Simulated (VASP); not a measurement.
# MgSi32 (a cell with a defect) in VASP: single point with PBE

Aim: the single point of MgSi32 (a cell with a defect) with PBE.

All numbers are computed with VASP 6.6.1; they aren't measurements. Logs are shortened: lines on timing, memory, paths and dates and some standing lists are left out, and cuts for length are marked.

## Step 1: The cell of the first run

The cell holds a defect, 33 atoms: a = 9.220 Å, b = 9.220 Å, c = 9.992 Å, α = 116.09°, β = 116.09°, γ = 92.69°.

## Step 2: Single point, PBE

Input file INCAR:

```
SYSTEM = MgSi32
PREC = Accurate
ENCUT = 520
EDIFF = 1E-6
ISMEAR = 0
SIGMA = 0.02
LREAL = Auto
LASPH = .TRUE.
NELM = 100
ALGO = Normal
ISIF = 2
LWAVE = .FALSE.
LCHARG = .FALSE.
GGA = PE
NBANDS = 87
NELECT = 128.0
```

Input file KPOINTS:

```
Automatic mesh
0
Gamma
  2 2 2
  0.5 0.5 0.5
```

Input file POSCAR:

```
MgSi32
1.0
    0.0000000001     -6.6706137337      6.3650227274
   -0.0000000001      6.6706137337      6.3650227274
   -7.7025612697     -0.0000000001     -6.3650227274
Si Mg
32 1
Direct
    0.4872465906      0.3205109581      0.7505255457
    0.7367178928      0.5699828600      0.2494687069
    0.1134044059      0.4462093154      0.5003832965
    0.6130210989      0.9458254087      0.4996166684
    0.9893832636      0.8225232048      0.7479217365
    0.8643279633      0.1995159719      0.0000001298
    0.3617867592      0.6932205805     -0.0000005193
    0.2414593293      0.0745995703      0.2520734249
    0.7135303115      0.3724074268      0.5155691543
    0.9415334340      0.6306235114     -0.0000035053
    0.3273582121      0.5040659405      0.2653182401
    0.8251202586      0.9898452815      0.2491106442
    0.1979577445      0.8568350496      0.4844248386
    0.0620387697      0.2387500960      0.7346831530
    0.5760102354      0.7407357080      0.7508906190
    0.4606226774      0.1040421445     -0.0000048036
    0.6718789610      0.5091191246      0.7504511548
    0.9214245910      0.7586641549      0.2495419293
    0.3016884916      0.6374168203      0.5097470650
    0.7919415729      0.1276700115      0.4902538088
    0.1753280194     -0.0063458188      0.7281176746
    0.0386707344      0.4028862469      0.0000020772
    0.5545840100      0.8726638876      0.0000005193
    0.4472093277      0.2655309922      0.2718752798
    0.8871426632      0.5527705816      0.4998476306
    0.1380442960      0.8062610715     -0.0000023369
    0.5102313757      0.6769268320      0.2512107249
    0.0113448636      0.1783537843      0.2496599420
    0.3872921881      0.0529195068      0.5001467519
    0.2590200545      0.4257150611      0.7487884611
    0.7616850718      0.9286935428      0.7503400230
    0.6349488209      0.3008073027     -0.0000029860
    0.2063814932      0.2064574982     -0.0000011684
```

Potentials or basis: VASP PAW PBE potentials, release 64 (Si, Mg).

Command:

```console
$ cat potpaw_PBE.64/Si/POTCAR potpaw_PBE.64/Mg/POTCAR > POTCAR
$ mpirun -np 1 vasp_std > vasp.out
```

OUTCAR:

```text
SYSTEM = MgSi32
   PREC = Accurate
   ENCUT = 520
   EDIFF = 1E-6
   ISMEAR = 0
   LREAL = Auto
   LASPH = .TRUE.
   NELM = 100
   ISIF = 2
   GGA = PE
   NELECT = 128.0

 ion  position               nearest neighbor table
   1  0.487  0.321  0.751-  29 2.35  32 2.35  30 2.35  17 2.38
   2  0.737  0.570  0.249-  25 2.35  32 2.35  27 2.35  18 2.38
   3  0.113  0.446  0.500-  25 2.35  30 2.35  28 2.35  19 2.36
   4  0.613  0.946  0.500-  29 2.35  27 2.35  31 2.35  20 2.36
   5  0.989  0.823  0.748-  25 2.35  26 2.36  31 2.36  21 2.41  33 3.15
   6  0.864  0.200  0.000-  32 2.35  28 2.36  31 2.36  22 2.41  33 3.15
   7  0.362  0.693  1.000-  27 2.35  30 2.35  26 2.35  23 2.37
   8  0.241  0.075  0.252-  29 2.35  26 2.36  28 2.36  24 2.41  33 3.15
   9  0.714  0.372  0.516-  24 2.31  17 2.34  20 2.34  25 2.36
  10  0.942  0.631  1.000-  22 2.32  18 2.34  17 2.34  26 2.37
  11  0.327  0.504  0.265-  19 2.33  27 2.36  24 2.52  22 2.52  33 2.55
  12  0.825  0.990  0.249-  20 2.35  23 2.35  18 2.35  28 2.38
  13  0.198  0.857  0.484-  21 2.31  18 2.34  19 2.34  29 2.36
  14  0.062  0.239  0.735-  20 2.33  30 2.36  21 2.52  22 2.52  33 2.55
  15  0.576  0.741  0.751-  19 2.35  23 2.35  17 2.35  31 2.38
  16  0.461  0.104  1.000-  23 2.34  32 2.37  21 2.52  24 2.52  33 2.57
  17  0.672  0.509  0.750-   9 2.34  10 2.34  15 2.35   1 2.38
  18  0.921  0.759  0.250-  13 2.34  10 2.34  12 2.35   2 2.38
  19  0.302  0.637  0.510-  11 2.33  13 2.34  15 2.35   3 2.36
  20  0.792  0.128  0.490-  14 2.33   9 2.34  12 2.35   4 2.36
  21  0.175  0.994  0.728-  13 2.31   5 2.41  33 2.43  14 2.52  16 2.52
  22  0.039  0.403  0.000-  10 2.32   6 2.41  33 2.44  11 2.52  14 2.52
  23  0.555  0.873  0.000-  16 2.34  15 2.35  12 2.35   7 2.37
  24  0.447  0.266  0.272-   9 2.31   8 2.41  33 2.43  11 2.52  16 2.52
  25  0.887  0.553  0.500-   3 2.35   5 2.35   2 2.35   9 2.36
  26  0.138  0.806  1.000-   7 2.35   5 2.36   8 2.36  10 2.37
  27  0.510  0.677  0.251-   4 2.35   7 2.35   2 2.35  11 2.36
  28  0.011  0.178  0.250-   3 2.35   6 2.36   8 2.36  12 2.38
  29  0.387  0.053  0.500-   4 2.35   8 2.35   1 2.35  13 2.36
  30  0.259  0.426  0.749-   3 2.35   7 2.35   1 2.35  14 2.36
  31  0.762  0.929  0.750-   4 2.35   6 2.36   5 2.36  15 2.38
  32  0.635  0.301  1.000-   6 2.35   1 2.35   2 2.35  16 2.37
  33  0.206  0.206  1.000-  24 2.43  21 2.43  22 2.44  14 2.55  11 2.55  16 2.57   6 3.15   8 3.15
                             5 3.15

  LATTYP: Found a face centered orthorhombic cell.
 ALAT       =    12.7300454548
 B/A-ratio  =     1.0480109843
 C/A-ratio  =     1.2101388478

  Lattice vectors:

 A1 = (  -7.7025612698,   6.6706137336,   0.0000000000)
 A2 = (  -7.7025612697,  -0.0000000001,   6.3650227274)
 A3 = (  -0.0000000001,   6.6706137337,   6.3650227274)

Analysis of symmetry for initial positions (statically):
=====================================================================
 Subroutine PRICEL returns:
 Original cell was already a primitive cell.
[... 175 lines left out ...]
   EMIN   =  10.00;   EMAX   =-10.00  energy-range for DOS
   EFERMI =   0.00;   METHOD = LEGACY
   ISMEAR =     0;   SIGMA  =   0.02  broadening in eV -4-tet -1-fermi 0-gaus
   EFERMI_NEDOS =   21; number of points for ismear=-14 and -15
   IALGO  =     38    algorithm
   IMIX   =      4    mixing-type and parameters
     AMIX     =   0.40;   BMIX     =  1.00
     AMIX_MAG =   1.60;   BMIX_MAG =  1.00
  volume/ion in A,a.u.               =      19.82       133.76
  Fermi-wavevector in a.u.,A,eV,Ry     =   0.950461  1.796112 12.291190  0.903377
  Thomas-Fermi vector in A             =   2.078840
   LORBIT       =      0    0 simple, 1 ext, 2 COOP (PROOUT), +10 PAW based schemes
   GGA     = PE    functional components
   LHFCALC =     F    Hartree Fock is set to
   AEXX    =    0.0000 exact exchange contribution
   IVDW    =     0    specifies the selected vdW correction
   LEPSILON=     F    determine dielectric tensor
   LRPA    =     F    only Hartree local field effects (RPA)
 non-spin polarized calculation
 Gauss-broadening in eV      SIGMA  =   0.02
  energy-cutoff  :      520.00
  volume of cell :      654.08
 maximum number of plane-waves:     17670
 NGX is ok and might be reduce to    70
   NGX = 35   NGY = 35   NGZ = 37

 number of electron     128.0000000 magnetization

 Free energy of the ion-electron system (eV)
  ---------------------------------------------------
  ext. energy  EPLUGINS =         0.00000000
  ---------------------------------------------------
  free energy    TOTEN  =      -184.84224712 eV

  energy without entropy =     -184.84224712  energy(sigma->0) =     -184.84224712

 E-fermi :   5.8006     XC(G=0):  -9.3740

 val. band max:        5.6970718876   @ k =  -0.2500  -0.2500   0.2500
 cond. band min:       6.4053211946   @ k =   0.2500   0.2500   0.2500
 fundamental gap:      0.7082493070
 Fermi energy:         5.8006084283

 k-point     1 :       0.2500    0.2500    0.2500
  band No.  band energies     occupation
      1      -5.3844      2.00000
      2      -5.3525      2.00000
      3      -5.2051      2.00000
      4      -5.1510      2.00000
      5      -3.9186      2.00000
      6      -3.9141      2.00000
[... 226 lines left out ...]
     75       8.0977      0.00000
     76       8.1846      0.00000
 [bands above 76 left out]

------------------------ aborting loop because EDIFF is reached ----------------------------------------

  FORCE on cell =-STRESS in cart. coord.  units (eV):
  Direction    XX          YY          ZZ          XY          YZ          ZX
  --------------------------------------------------------------------------------------
  -------------------------------------------------------------------------------------
  Total       -9.6811206     -9.6899320    -14.1241795      0.0000000     -0.0388789      0.0000000
  in kB      -23.7140266    -23.7356103    -34.5973552      0.0000000     -0.0952343      0.0000000
  external PRESSURE =     -27.3489974 kB  Pullay stress =       0.0000000 kB

 VOLUME and BASIS-vectors are now :
 -----------------------------------------------------------------------------
  energy-cutoff  :      520.00
  volume of cell :      654.08
      direct lattice vectors                 reciprocal lattice vectors
     0.000000000 -6.670613734  6.365022727    -0.064913473 -0.074955622  0.078554315
    -0.000000000  6.670613734  6.365022727    -0.064913473  0.074955622  0.078554315
    -7.702561270 -0.000000000 -6.365022727    -0.129826945 -0.000000000  0.000000000

 POSITION                                       TOTAL-FORCE (eV/Angst)
 -----------------------------------------------------------------------------------
     -5.78097     -1.11223      0.36428         0.001019      0.002395      0.023161
     -1.92155     -1.11222      6.72931        -0.001019      0.002395      0.023161
     -3.85423      2.22001      0.37700        -0.004448     -0.008107      0.036689
     -3.84833      2.22001      6.74202         0.004448     -0.008107      0.036689
     -5.76091     -1.11306      6.77229         0.010379     -0.003929      0.042725
     -0.00000     -4.43470      6.77139        -0.000000      0.008073      0.038144
[... 25 lines left out ...]
     -7.70254     -2.22893     -0.40889        -0.000000      0.015493      0.033180
     -7.70255      0.00051     -3.73729        -0.000000      0.008854     -1.256672
 -----------------------------------------------------------------------------------
    total drift:                               -0.016783      0.008122     -0.001375

  FREE ENERGIE OF THE ION-ELECTRON SYSTEM (eV)
  ---------------------------------------------------
  free  energy   TOTEN  =      -184.8422471201 eV

  energy  without entropy=     -184.8422471201  energy(sigma->0) =     -184.84224712
```

OSZICAR:

```text
N       E                     dE             d eps       ncg     rms          rms(c)
DAV:   1     0.321533046714E+03    0.32153E+03   -0.48894E+04   522   0.122E+03
DAV:   2    -0.151908497148E+03   -0.47344E+03   -0.44660E+03   631   0.177E+02
DAV:   3    -0.186430255355E+03   -0.34522E+02   -0.33807E+02   652   0.415E+01
DAV:   4    -0.187284420190E+03   -0.85416E+00   -0.84815E+00   644   0.782E+00
DAV:   5    -0.187311148082E+03   -0.26728E-01   -0.26694E-01   644   0.135E+00    0.192E+01
DAV:   6    -0.185744814638E+03    0.15663E+01   -0.82150E-01   620   0.220E+00    0.116E+01
DAV:   7    -0.184827681972E+03    0.91713E+00   -0.24619E+00   588   0.353E+00    0.758E-01
DAV:   8    -0.184834217079E+03   -0.65351E-02   -0.15557E-01   612   0.111E+00    0.591E-01
DAV:   9    -0.184839429638E+03   -0.52126E-02   -0.15877E-02   644   0.324E-01    0.311E-01
DAV:  10    -0.184841564457E+03   -0.21348E-02   -0.45467E-03   580   0.163E-01    0.116E-01
DAV:  11    -0.184842133259E+03   -0.56880E-03   -0.78167E-04   612   0.852E-02    0.631E-02
DAV:  12    -0.184842248524E+03   -0.11527E-03   -0.29260E-04   596   0.464E-02    0.272E-02
DAV:  13    -0.184842242597E+03    0.59271E-05   -0.28583E-05   636   0.167E-02    0.980E-03
DAV:  14    -0.184842244803E+03   -0.22060E-05   -0.61279E-06   620   0.572E-03    0.482E-03
DAV:  15    -0.184842246636E+03   -0.18325E-05   -0.12152E-06   380   0.320E-03    0.359E-03
DAV:  16    -0.184842247120E+03   -0.48440E-06   -0.30432E-07   324   0.143E-03
   1 F= -.18484225E+03 E0= -.18484225E+03  d E =-.671271E-14
```

stdout:

```text
POSCAR found type information on POSCAR SiMg
 POSCAR found :  2 types and      33 ions
 scaLAPACK will be used
 LDA part: xc-table for (Slater+PW92), standard interpolation
 POSCAR, INCAR and KPOINTS ok, starting setup
 FFT: planning ... GRIDC
 FFT: planning ... GRID_SOFT
 FFT: planning ... GRID
 WAVECAR not read
 entering main loop
 the old and the new charge density differ
 old charge density:   130.00000 new  128.00000
    0.192E+01
```

Wall time 3.2 min (1 thread of Intel Xeon 6975P-C (Granite Rapids), shared host); peak memory 0.76 GiB.

What came out:

```yaml
Free_energy: -184.8422 eV
Largest_force: 1.257 eV/Å
```

Forces in eV/Å, atoms in the order of the input:
```
Si   0.001  0.002  0.023
Si  -0.001  0.002  0.023
Si  -0.004 -0.008  0.037
Si   0.004 -0.008  0.037
Si   0.010 -0.004  0.043
Si   0.000  0.008  0.038
Si   0.000  0.000  0.037
Si  -0.010 -0.004  0.043
Si  -0.031 -0.029  0.028
Si   0.000  0.034  0.025
Si   0.106 -0.066  0.061
Si   0.005  0.020  0.005
Si   0.031 -0.029  0.028
Si  -0.106 -0.066  0.061
Si  -0.005  0.020  0.005
Si   0.000  0.110  0.053
Si  -0.001  0.016  0.018
Si   0.001  0.016  0.018
Si   0.075 -0.050  0.048
Si  -0.075 -0.050  0.048
Si   0.018 -0.013  0.112
Si   0.000  0.019  0.105
Si   0.000  0.076  0.048
Si  -0.018 -0.013  0.112
Si   0.009 -0.012  0.024
Si   0.000 -0.004  0.026
Si   0.006  0.004  0.036
Si  -0.004  0.006  0.012
Si  -0.009 -0.012  0.024
Si  -0.006  0.004  0.036
Si   0.004  0.006  0.012
Si   0.000  0.015  0.033
Mg   0.000  0.009 -1.257
```

Levels at points of the mesh, in eV from the Fermi level:
| k point | band 60 | band 61 | band 62 | band 63 | band 64 | band 65 | band 66 | band 67 | band 68 | band 69 |
| --- | --- | --- | --- | --- | --- | --- | --- | --- | --- | --- |
| (0.25, 0.25, 0.25) | -1.13 | -1.13 | -1.12 | -0.99 | -0.95 | 0.60 | 0.76 | 0.94 | 1.04 | 1.20 |

Caveat: the cell carries a net charge on a neutralising background, which shifts energy and pressure; the cell is charged against a uniform background, so pressure and absolute levels hang on convention.
